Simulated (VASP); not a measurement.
# Ti (P6_3/mmc) in VASP: a series of runs

Runs on Ti. Level: PBEsol. Tasks: electric field gradients.

All numbers are computed with VASP 6.6.1; they aren't measurements. Logs are shortened: lines on timing, memory, paths and dates and some standing lists are left out, and cuts for length are marked.

**1. The cell of the first run**

Symmetry: P6_3/mmc, No. 194, hexagonal system. Conventional cell: a = 2.950 Å, b = 2.950 Å, c = 4.686 Å, α = 90.00°, β = 90.00°, γ = 120.00°. Ti (site symmetry -6m2) has 12 Ti at 2.90 to 2.95 Å within 3.8 Å.

**2. Electric field gradients, PBEsol**

Input file INCAR:

```
PREC = Accurate ; ENCUT = 520
EDIFF = 1E-8 ; ISMEAR = -1
SIGMA = 0.08 ; LREAL = False
LASPH = True ; NELM = 100
ALGO = Normal ; ISIF = 2
LWAVE = False ; LCHARG = False
GGA = PS ; LEFG = True
NBANDS = 19
```

Input file KPOINTS:

```
regular mesh
0
Gamma
  13 13 7
```

Input file POSCAR:

```
Ti
1.0
    2.9499978604      0.0000000000      0.0000000000
   -1.4749989302      2.5547730882      0.0000000000
    0.0000000000      0.0000000000      4.6860000000
Ti
2
Direct
    0.3333333333      0.6666666667      0.2500000000
    0.6666666667      0.3333333333      0.7500000000
```

Potentials or basis: VASP PAW PBE potentials, release 64 (Ti_sv).

Command:

```sh
> cat potpaw_PBE.64/Ti_sv/POTCAR > POTCAR
> mpirun -np 1 vasp_std > vasp.out
```

OUTCAR:

```text
PREC = Accurate
   ENCUT = 520
   EDIFF = 1E-8
   ISMEAR = -1
   LREAL = False
   LASPH = True
   NELM = 100
   ISIF = 2
   GGA = PS

 ion  position               nearest neighbor table
   1  0.333  0.667  0.250-   2 2.90   2 2.90   2 2.90   2 2.90   2 2.90   2 2.90
   2  0.667  0.333  0.750-   1 2.90   1 2.90   1 2.90   1 2.90   1 2.90   1 2.90

  LATTYP: Found a hexagonal cell.
 ALAT       =     2.9499978604
 C/A-ratio  =     1.5884757284

  Lattice vectors:

 A1 = (   2.9499978604,   0.0000000000,   0.0000000000)
 A2 = (  -1.4749989302,   2.5547730882,   0.0000000000)
 A3 = (   0.0000000000,   0.0000000000,   4.6860000000)

Analysis of symmetry for initial positions (statically):
=====================================================================
 Subroutine PRICEL returns:
 Original cell was already a primitive cell.

 Routine SETGRP: Setting up the symmetry group for a
 hexagonal supercell.

 Subroutine GETGRP returns: Found 24 space group operations
 (whereof 12 operations were pure point group operations)
 out of a pool of 24 trial point group operations.

The static configuration has the point symmetry D_3d.
 The point group associated with its full space group is D_6h.

Analysis of symmetry for dynamics (positions and initial velocities):
=====================================================================
 Subroutine PRICEL returns:
 Original cell was already a primitive cell.

 Routine SETGRP: Setting up the symmetry group for a
 hexagonal supercell.

 Subroutine GETGRP returns: Found 24 space group operations
 (whereof 12 operations were pure point group operations)
 out of a pool of 24 trial point group operations.

The dynamic configuration has the point symmetry D_3d.
 The point group associated with its full space group is D_6h.

 Subroutine INISYM returns: Found 24 space group operations
 (whereof 12 operations are pure point group operations),
 and found     1 'primitive' translations

----------------------------------------------------------------------------------------

                                     Primitive cell

  volume of cell :      35.3164

  direct lattice vectors                    reciprocal lattice vectors
     2.949997860  0.000000000  0.000000000     0.338983297  0.195712098  0.000000000
    -1.474998930  2.554773088  0.000000000     0.000000000  0.391424195  0.000000000
     0.000000000  0.000000000  4.686000000     0.000000000  0.000000000  0.213401622

  length of vectors
     2.949997860  2.949997860  4.686000000     0.391424195  0.391424195  0.213401622

  position of ions in fractional coordinates (direct lattice)
     0.333333333  0.666666667  0.250000000
     0.666666667  0.333333333  0.750000000

  ion indices of the primitive-cell ions
   primitive index   ion index
                 1           1
                 2           2

----------------------------------------------------------------------------------------

 KPOINTS: regular mesh

Automatic generation of k-mesh.
 Grid dimensions read from file:
 generate k-points for:   13   13    7

 Generating k-lattice:

  Cartesian coordinates                     Fractional coordinates (reciprocal lattice)
     0.026075638  0.015054777  0.000000000     0.076923077  0.000000000  0.000000000
     0.000000000  0.030109553  0.000000000     0.000000000  0.076923077  0.000000000
     0.000000000  0.000000000  0.030485946     0.000000000  0.000000000  0.142857143

  Length of vectors
     0.030109553  0.030109553  0.030485946

  Shift w.r.t. Gamma in fractional coordinates (k-lattice)
     0.000000000  0.000000000  0.000000000

 Subroutine IBZKPT returns following result:
 ===========================================

 Found     84 irreducible k-points:

 Following reciprocal coordinates:
            Coordinates               Weight
  0.000000  0.000000  0.000000      1.000000
  0.076923  0.000000  0.000000      6.000000
  0.153846  0.000000  0.000000      6.000000
  0.230769  0.000000  0.000000      6.000000
  0.307692  0.000000  0.000000      6.000000
  0.384615  0.000000  0.000000      6.000000
[... 16 lines left out ...]
  0.076923  0.000000  0.142857     12.000000
  0.153846  0.000000  0.142857     12.000000
 [... further k-points ...]
   k-points           NKPTS =     84   k-points in BZ     NKDIM =     84   number of bands    NBANDS=     19
   number of dos      NEDOS =    301   number of ions     NIONS =      2
   total plane-waves  NPLWV =  20736
   dimension x,y,z NGX =    24 NGY =   24 NGZ =   36
   dimension x,y,z NGXF=    48 NGYF=   48 NGZF=   72
   ions per type =               2
   NGX,Y,Z   is equivalent  to a cutoff of  13.53, 13.53, 12.77 a.u.
   NGXF,Y,Z  is equivalent  to a cutoff of  27.05, 27.05, 25.54 a.u.
 SYSTEM =  unknown system
   PREC   = accura    normal or accurate (medium, high low for compatibility)
   ISTART =      0    job   : 0-new  1-cont  2-samecut
   ICHARG =      2    charge: 1-file 2-atom 10-const
   ISPIN  =      1    spin polarized calculation?
   LNONCOLLINEAR =      F non collinear calculations
   LSORBIT =      F    spin-orbit coupling
   LASPH  =      T    aspherical Exc in radial PAW
   ENCUT  =  520.0 eV  38.22 Ry    6.18 a.u.   5.49  5.49  8.71*2*pi/ulx,y,z
   NELM   =    100;   NELMIN=  2; NELMDL= -5     # of ELM steps
   EDIFF  = 0.1E-07   stopping-criterion for ELM
   LREAL  =      F    real-space projection
   EDIFFG = 0.1E-06   stopping-criterion for IOM
   NSW    =      0    number of steps for IOM
   IBRION =     -1    ionic relax: 0-MD 1-quasi-New 2-CG
   NFREE  =      0    steps in history (QN), initial steepest desc. (CG)
   ISIF   =      2    stress and relaxation
   ISYM   =      2    0-nonsym 1-usesym 2-fastsym
   POTIM  = 0.5000    time-step for ionic-motion
   TEBEG  =    0.0;   TEEND  =   0.0 temperature during run
   PSTRESS=    0.0 pullay stress
   NELECT =      24.0000    total number of electrons
   NUPDOWN=      -1.0000    fix difference up-down
   EMIN   =  10.00;   EMAX   =-10.00  energy-range for DOS
   EFERMI =   0.00;   METHOD = LEGACY
   ISMEAR =    -1;   SIGMA  =   0.08  broadening in eV -4-tet -1-fermi 0-gaus
   EFERMI_NEDOS =   21; number of points for ismear=-14 and -15
   IALGO  =     38    algorithm
   IMIX   =      4    mixing-type and parameters
     AMIX     =   0.40;   BMIX     =  1.00
     AMIX_MAG =   1.60;   BMIX_MAG =  1.00
  volume/ion in A,a.u.               =      17.66       119.16
  Fermi-wavevector in a.u.,A,eV,Ry     =   1.439306  2.719894 28.185854  2.071602
  Thomas-Fermi vector in A             =   2.558176
   LORBIT       =      0    0 simple, 1 ext, 2 COOP (PROOUT), +10 PAW based schemes
   GGA     = PS    functional components
   LHFCALC =     F    Hartree Fock is set to
   AEXX    =    0.0000 exact exchange contribution
   IVDW    =     0    specifies the selected vdW correction
   LEPSILON=     F    determine dielectric tensor
   LRPA    =     F    only Hartree local field effects (RPA)
 non-spin polarized calculation
  energy-cutoff  :      520.00
  volume of cell :       35.32
 maximum number of plane-waves:       975
 NGX is ok and might be reduce to    24
   NGX = 11   NGY = 11   NGZ = 17

 number of electron      24.0000001 magnetization

 Free energy of the ion-electron system (eV)
  ---------------------------------------------------
  ext. energy  EPLUGINS =         0.00000000
  ---------------------------------------------------
  free energy    TOTEN  =       -16.66341391 eV

  energy without entropy =      -16.61417779  energy(sigma->0) =      -16.63879585

 E-fermi :   8.0230     XC(G=0): -11.5559

 val. band max:        8.0199584261   @ k =   0.0769   0.0769   0.0000
 cond. band min:       8.0257019443   @ k =   0.0000   0.0000   0.4286
 fundamental gap:      0.0057435182
 Fermi energy:         8.0229958162

 k-point     1 :       0.0000    0.0000    0.0000
  band No.  band energies     occupation
      1     -48.6156      2.00000
      2     -48.4865      2.00000
      3     -25.2853      2.00000
      4     -24.6696      2.00000
      5     -24.6696      2.00000
      6     -24.6078      2.00000
[... 11 lines left out ...]
     18       9.6407      0.00000
     19      11.1349      0.00000
[... 485 lines left out ...]
 k-point    24 :       0.1538    0.0000    0.1429
  band No.  band energies     occupation
      1     -48.5887      2.00000
      2     -48.4841      2.00000
      3     -25.2113      2.00000
      4     -24.7599      2.00000
      5     -24.7098      2.00000
      6     -24.6957      2.00000
[... 11 lines left out ...]
     18       9.7914      0.00000
     19      11.2640      0.00000

 [... further k-points ...]

------------------------ aborting loop because EDIFF is reached ----------------------------------------

  FORCE on cell =-STRESS in cart. coord.  units (eV):
  Direction    XX          YY          ZZ          XY          YZ          ZX
  --------------------------------------------------------------------------------------
  -------------------------------------------------------------------------------------
  Total       -1.2896357     -1.2896357     -1.3965277     -0.0000000     -0.0000000     -0.0000000
  in kB      -58.5061200    -58.5061200    -63.3554259     -0.0000000     -0.0000000     -0.0000000
  external PRESSURE =     -60.1225553 kB  Pullay stress =       0.0000000 kB

 VOLUME and BASIS-vectors are now :
 -----------------------------------------------------------------------------
  energy-cutoff  :      520.00
  volume of cell :       35.32
      direct lattice vectors                 reciprocal lattice vectors
     2.949997860  0.000000000  0.000000000     0.338983297  0.195712098  0.000000000
    -1.474998930  2.554773088  0.000000000     0.000000000  0.391424195  0.000000000
     0.000000000  0.000000000  4.686000000     0.000000000  0.000000000  0.213401622

 POSITION                                       TOTAL-FORCE (eV/Angst)
 -----------------------------------------------------------------------------------
     -0.00000      1.70318      1.17150        -0.000000     -0.000000      0.000000
      1.47500      0.85159      3.51450         0.000000      0.000000      0.000000
 -----------------------------------------------------------------------------------
    total drift:                               -0.000000      0.000000     -0.000000

  FREE ENERGIE OF THE ION-ELECTRON SYSTEM (eV)
  ---------------------------------------------------
  free  energy   TOTEN  =       -16.6634139094 eV

  energy  without entropy=      -16.6141777897  energy(sigma->0) =      -16.63879585

 Electric field gradients (V/A^2)
---------------------------------------------------------------------
 ion       V_xx      V_yy      V_zz      V_xy      V_xz      V_yz
---------------------------------------------------------------------
   1      -8.284    -8.284    16.567    -0.000     0.000    -0.000
   2      -8.284    -8.284    16.567    -0.000    -0.000     0.000
---------------------------------------------------------------------

 Electric field gradients after diagonalization (V/A^2)
 (convention: |V_zz| > |V_xx| > |V_yy|)
----------------------------------------------------------------------
 ion       V_xx      V_yy      V_zz     asymmetry (V_yy - V_xx)/ V_zz
----------------------------------------------------------------------
   1      -8.284    -8.284    16.567       0.000
   2      -8.284    -8.284    16.567       0.000
----------------------------------------------------------------------

           NMR quadrupolar parameters

 Cq : quadrupolar parameter    Cq=e*Q*V_zz/h
 eta: asymmetry parameters     (V_yy - V_xx)/ V_zz
 Q  : nuclear electric quadrupole moment in mb (millibarn)
----------------------------------------------------------------------
 ion       Cq(MHz)       eta       Q (mb)
----------------------------------------------------------------------
   1       0.040       0.000       1.000
   2       0.040       0.000       1.000
----------------------------------------------------------------------
```

Run time: 1.8 min. Hardware: 1 thread of Intel Xeon Platinum 8259CL at 2.50GHz (Skylake/Cascade Lake), shared host; peak memory 0.18 GiB.

Results:

```
Free energy            : -16.6634 eV
Pressure               : -6.0 GPa
Band gap on the k mesh : zero (band 12 reaches 8.80 eV, above the bottom of band 13 at 7.71 eV)
```

Stress tensor (GPa, compression positive):
```
-5.85  0.00  0.00
 0.00 -5.85  0.00
 0.00  0.00 -6.34
```

Electric field gradients, principal values (V/Å²):
| atom | least | middle | greatest (by size) |
| --- | --- | --- | --- |
| 1 Ti | -8.284 | -8.284 | 16.567 |
| 2 Ti | -8.284 | -8.284 | 16.567 |

Caveat: without QUAD_EFG the Cq values of the log hold for a quadrupole moment of 1 mb, not for the nuclei; the PAW data sets were made with another functional, which shifts forces and pressure a little.

(Part 1 of 3 ends here.)
